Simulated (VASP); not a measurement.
# CdSe (Cadmoselite) (P6_3mc) in VASP: further runs, part 2 of 4

VASP 6.6.1.

### 3 Single point, PBE

Input file INCAR:

```
ALGO = Normal
EDIFF = 1E-6
ENCUT = 520
GGA = PE
ISIF = 2
ISMEAR = 0
LASPH = T
LCHARG = F
LREAL = F
LWAVE = F
NBANDS = 26
NELM = 60
PREC = Accurate
SIGMA = 0.028000000000000004
```

Input file KPOINTS:

```
k-points
0
Gamma
  7 7 4
```

Input file POSCAR:

```
CdSe
1.0
    4.3000000000      0.0000000000      0.0000000000
   -2.1500000000      3.7239092363      0.0000000000
    0.0000000000      0.0000000000      7.0200000000
Cd Se
2 2
Direct
    0.6666666667      0.3333333333      0.5000000000
    0.3333333333      0.6666666667      0.0000000000
    0.6666666667      0.3333333333      0.8850000000
    0.3333333333      0.6666666667      0.3850000000
```

Potentials or basis: VASP PAW PBE potentials, release 64 (Cd, Se).

On the command line:

```bash
$ cat potpaw_PBE.64/Cd/POTCAR potpaw_PBE.64/Se/POTCAR > POTCAR
$ mpirun -np 1 vasp_std > vasp.out
```

OUTCAR:

```text
EDIFF = 1E-6
   ENCUT = 520
   GGA = PE
   ISIF = 2
   ISMEAR = 0
   LASPH = T
   LREAL = F
   NELM = 60
   PREC = Accurate

 ion  position               nearest neighbor table
   1  0.667  0.333  0.500-   4 2.61   4 2.61   4 2.61   3 2.70
   2  0.333  0.667  0.000-   3 2.61   3 2.61   3 2.61   4 2.70
   3  0.667  0.333  0.885-   2 2.61   2 2.61   2 2.61   1 2.70
   4  0.333  0.667  0.385-   1 2.61   1 2.61   1 2.61   2 2.70

  LATTYP: Found a hexagonal cell.
 ALAT       =     4.3000000000
 C/A-ratio  =     1.6325581395

  Lattice vectors:

 A1 = (   4.3000000000,   0.0000000000,   0.0000000000)
 A2 = (  -2.1500000000,   3.7239092363,   0.0000000000)
 A3 = (   0.0000000000,   0.0000000000,   7.0200000000)

Analysis of symmetry for initial positions (statically):
=====================================================================
 Subroutine PRICEL returns:
 Original cell was already a primitive cell.

 Routine SETGRP: Setting up the symmetry group for a
 hexagonal supercell.

 Subroutine GETGRP returns: Found 12 space group operations
 (whereof  6 operations were pure point group operations)
 out of a pool of 24 trial point group operations.

The static configuration has the point symmetry C_3v.
 The point group associated with its full space group is C_6v.

Analysis of symmetry for dynamics (positions and initial velocities):
=====================================================================
 Subroutine PRICEL returns:
 Original cell was already a primitive cell.

 Routine SETGRP: Setting up the symmetry group for a
 hexagonal supercell.

 Subroutine GETGRP returns: Found 12 space group operations
 (whereof  6 operations were pure point group operations)
 out of a pool of 24 trial point group operations.

The dynamic configuration has the point symmetry C_3v.
 The point group associated with its full space group is C_6v.

 Subroutine INISYM returns: Found 12 space group operations
 (whereof  6 operations are pure point group operations),
 and found     1 'primitive' translations

----------------------------------------------------------------------------------------

                                     Primitive cell

  volume of cell :     112.4099

  direct lattice vectors                    reciprocal lattice vectors
     4.300000000  0.000000000  0.000000000     0.232558140  0.134267504  0.000000000
    -2.150000000  3.723909236  0.000000000     0.000000000  0.268535009  0.000000000
     0.000000000  0.000000000  7.020000000     0.000000000  0.000000000  0.142450142

  length of vectors
     4.300000000  4.300000000  7.020000000     0.268535009  0.268535009  0.142450142

  position of ions in fractional coordinates (direct lattice)
     0.666666667  0.333333333  0.500000000
     0.333333333  0.666666667  0.000000000
     0.666666667  0.333333333  0.885000000
     0.333333333  0.666666667  0.385000000

  ion indices of the primitive-cell ions
   primitive index   ion index
                 1           1
                 2           2
                 3           3
                 4           4

----------------------------------------------------------------------------------------

 KPOINTS: k-points

Automatic generation of k-mesh.
 Grid dimensions read from file:
 generate k-points for:    7    7    4

 Generating k-lattice:

  Cartesian coordinates                     Fractional coordinates (reciprocal lattice)
     0.033222591  0.019181072  0.000000000     0.142857143  0.000000000  0.000000000
     0.000000000  0.038362144  0.000000000     0.000000000  0.142857143  0.000000000
     0.000000000  0.000000000  0.035612536     0.000000000  0.000000000  0.250000000

  Length of vectors
     0.038362144  0.038362144  0.035612536

  Shift w.r.t. Gamma in fractional coordinates (k-lattice)
     0.000000000  0.000000000  0.000000000

 Subroutine IBZKPT returns following result:
 ===========================================

 Found     24 irreducible k-points:

 Following reciprocal coordinates:
            Coordinates               Weight
  0.000000  0.000000  0.000000      1.000000
  0.142857  0.000000  0.000000      6.000000
  0.285714 -0.000000  0.000000      6.000000
  0.428571 -0.000000  0.000000      6.000000
  0.142857  0.142857  0.000000      6.000000
  0.285714  0.142857  0.000000     12.000000
[... 16 lines left out ...]
  0.428571  0.142857  0.500000      6.000000
  0.285714  0.285714  0.500000      6.000000
   k-points           NKPTS =     24   k-points in BZ     NKDIM =     24   number of bands    NBANDS=     26
   number of dos      NEDOS =    301   number of ions     NIONS =      4
   total plane-waves  NPLWV =  55296
   dimension x,y,z NGX =    32 NGY =   32 NGZ =   54
   dimension x,y,z NGXF=    64 NGYF=   64 NGZF=  108
   ions per type =               2   2
   NGX,Y,Z   is equivalent  to a cutoff of  12.37, 12.37, 12.79 a.u.
   NGXF,Y,Z  is equivalent  to a cutoff of  24.74, 24.74, 25.58 a.u.
 SYSTEM =  unknown system
   PREC   = accura    normal or accurate (medium, high low for compatibility)
   ISTART =      0    job   : 0-new  1-cont  2-samecut
   ICHARG =      2    charge: 1-file 2-atom 10-const
   ISPIN  =      1    spin polarized calculation?
   LNONCOLLINEAR =      F non collinear calculations
   LSORBIT =      F    spin-orbit coupling
   LASPH  =      T    aspherical Exc in radial PAW
   ENCUT  =  520.0 eV  38.22 Ry    6.18 a.u.   8.00  8.00 13.05*2*pi/ulx,y,z
   NELM   =     60;   NELMIN=  2; NELMDL= -5     # of ELM steps
   EDIFF  = 0.1E-05   stopping-criterion for ELM
   LREAL  =      F    real-space projection
   EDIFFG = 0.1E-04   stopping-criterion for IOM
   NSW    =      0    number of steps for IOM
   IBRION =     -1    ionic relax: 0-MD 1-quasi-New 2-CG
   NFREE  =      0    steps in history (QN), initial steepest desc. (CG)
   ISIF   =      2    stress and relaxation
   ISYM   =      2    0-nonsym 1-usesym 2-fastsym
   POTIM  = 0.5000    time-step for ionic-motion
   TEBEG  =    0.0;   TEEND  =   0.0 temperature during run
   PSTRESS=    0.0 pullay stress
   NELECT =      36.0000    total number of electrons
   NUPDOWN=      -1.0000    fix difference up-down
   EMIN   =  10.00;   EMAX   =-10.00  energy-range for DOS
   EFERMI =   0.00;   METHOD = LEGACY
   ISMEAR =     0;   SIGMA  =   0.03  broadening in eV -4-tet -1-fermi 0-gaus
   EFERMI_NEDOS =   21; number of points for ismear=-14 and -15
   IALGO  =     38    algorithm
   IMIX   =      4    mixing-type and parameters
     AMIX     =   0.40;   BMIX     =  1.00
     AMIX_MAG =   1.60;   BMIX_MAG =  1.00
  volume/ion in A,a.u.               =      28.10       189.64
  Fermi-wavevector in a.u.,A,eV,Ry     =   1.120059  2.116604 17.068937  1.254531
  Thomas-Fermi vector in A             =   2.256702
   LORBIT       =      0    0 simple, 1 ext, 2 COOP (PROOUT), +10 PAW based schemes
   GGA     = PE    functional components
   LHFCALC =     F    Hartree Fock is set to
   AEXX    =    0.0000 exact exchange contribution
   IVDW    =     0    specifies the selected vdW correction
   LEPSILON=     F    determine dielectric tensor
   LRPA    =     F    only Hartree local field effects (RPA)
 non-spin polarized calculation
 Gauss-broadening in eV      SIGMA  =   0.03
  energy-cutoff  :      520.00
  volume of cell :      112.41
 maximum number of plane-waves:      3042
 NGX is ok and might be reduce to    32
   NGX = 15   NGY = 15   NGZ = 27

 number of electron      35.9999998 magnetization

 Free energy of the ion-electron system (eV)
  ---------------------------------------------------
  ext. energy  EPLUGINS =         0.00000000
  ---------------------------------------------------
  free energy    TOTEN  =       -10.90422397 eV

  energy without entropy =      -10.90422397  energy(sigma->0) =      -10.90422397

 E-fermi :   1.0609     XC(G=0):  -8.8819

 val. band max:        0.9365642226   @ k =   0.0000   0.0000   0.0000
 cond. band min:       1.6391811069   @ k =   0.0000   0.0000   0.0000
 fundamental gap:      0.7026168843
 Fermi energy:         1.0609348343

 k-point     1 :       0.0000    0.0000    0.0000
  band No.  band energies     occupation
      1     -11.6579      2.00000
      2     -11.2918      2.00000
      3      -6.9988      2.00000
      4      -6.9988      2.00000
      5      -6.9433      2.00000
      6      -6.9433      2.00000
[... 685 lines left out ...]
     25       9.0074      0.00000
     26       9.0074      0.00000

------------------------ aborting loop because EDIFF is reached ----------------------------------------

  FORCE on cell =-STRESS in cart. coord.  units (eV):
  Direction    XX          YY          ZZ          XY          YZ          ZX
  --------------------------------------------------------------------------------------
  -------------------------------------------------------------------------------------
  Total        2.8297314      2.8297314      1.3540470      0.0000000      0.0000000      0.0000000
  in kB       40.3321289     40.3321289     19.2992166      0.0000000      0.0000000      0.0000000
  external PRESSURE =      33.3211582 kB  Pullay stress =       0.0000000 kB

 VOLUME and BASIS-vectors are now :
 -----------------------------------------------------------------------------
  energy-cutoff  :      520.00
  volume of cell :      112.41
      direct lattice vectors                 reciprocal lattice vectors
     4.300000000  0.000000000  0.000000000     0.232558140  0.134267504  0.000000000
    -2.150000000  3.723909236  0.000000000     0.000000000  0.268535009  0.000000000
     0.000000000  0.000000000  7.020000000     0.000000000  0.000000000  0.142450142

 POSITION                                       TOTAL-FORCE (eV/Angst)
 -----------------------------------------------------------------------------------
      2.15000      1.24130      3.51000         0.000000      0.000000      0.291235
     -0.00000      2.48261      0.00000        -0.000000      0.000000      0.291235
      2.15000      1.24130      6.21270        -0.000000     -0.000000     -0.291235
     -0.00000      2.48261      2.70270        -0.000000      0.000000     -0.291235
 -----------------------------------------------------------------------------------
    total drift:                               -0.000000     -0.000000      0.000083

  FREE ENERGIE OF THE ION-ELECTRON SYSTEM (eV)
  ---------------------------------------------------
  free  energy   TOTEN  =       -10.9042239738 eV

  energy  without entropy=      -10.9042239738  energy(sigma->0) =      -10.90422397
```

OSZICAR:

```text
N       E                     dE             d eps       ncg     rms          rms(c)
DAV:   1     0.242755457463E+03    0.24276E+03   -0.17155E+04  1248   0.125E+03
DAV:   2     0.117781012637E+01   -0.24158E+03   -0.23392E+03  1358   0.312E+02
DAV:   3    -0.115499768832E+02   -0.12728E+02   -0.12657E+02  1490   0.715E+01
DAV:   4    -0.116562773283E+02   -0.10630E+00   -0.10619E+00  1376   0.619E+00
DAV:   5    -0.116569216875E+02   -0.64436E-03   -0.64433E-03  1430   0.468E-01    0.888E+00
DAV:   6    -0.109388659456E+02    0.71806E+00   -0.12370E+00  1518   0.110E+01    0.697E+00
DAV:   7    -0.109055985372E+02    0.33267E-01   -0.53843E-01  1316   0.374E+00    0.258E+00
DAV:   8    -0.109038691617E+02    0.17294E-02   -0.56517E-02  1300   0.238E+00    0.396E-01
DAV:   9    -0.109039867776E+02   -0.11762E-03   -0.73050E-03  1376   0.981E-01    0.111E-01
DAV:  10    -0.109041329122E+02   -0.14613E-03   -0.81833E-04  1304   0.310E-01    0.720E-02
DAV:  11    -0.109042245715E+02   -0.91659E-04   -0.20267E-04  1312   0.812E-02    0.280E-02
DAV:  12    -0.109042223420E+02    0.22295E-05   -0.35680E-05  1450   0.638E-02    0.926E-03
DAV:  13    -0.109042237526E+02   -0.14106E-05   -0.10454E-05  1276   0.302E-02    0.356E-03
DAV:  14    -0.109042239738E+02   -0.22117E-06   -0.61120E-07   966   0.400E-03
   1 F= -.10904224E+02 E0= -.10904224E+02  d E =-.443744E-12
```

stdout:

```text
POSCAR found type information on POSCAR CdSe
 POSCAR found :  2 types and       4 ions
 scaLAPACK will be used
 LDA part: xc-table for (Slater+PW92), standard interpolation
 POSCAR, INCAR and KPOINTS ok, starting setup
 FFT: planning ... GRIDC
 FFT: planning ... GRID_SOFT
 FFT: planning ... GRID
 WAVECAR not read
 entering main loop
```

It used 98 s of CPU time on 1 thread of AMD EPYC 7R13 Processor (Zen 3) (shared host).

What came out:

- Free energy: -10.9042 eV
- Pressure: 3.3 GPa
- Largest force: 0.291 eV/Å
- Band gap on the k mesh: 0.70 eV, direct

Forces on the atoms (eV/Å):
```
Cd   0.000  0.000  0.291
Cd   0.000  0.000  0.291
Se   0.000  0.000 -0.291
Se   0.000  0.000 -0.291
```

Stress tensor (GPa, compression positive):
```
4.03 0.00 0.00
0.00 4.03 0.00
0.00 0.00 1.93
```

(Part 2 of 4 ends here.)
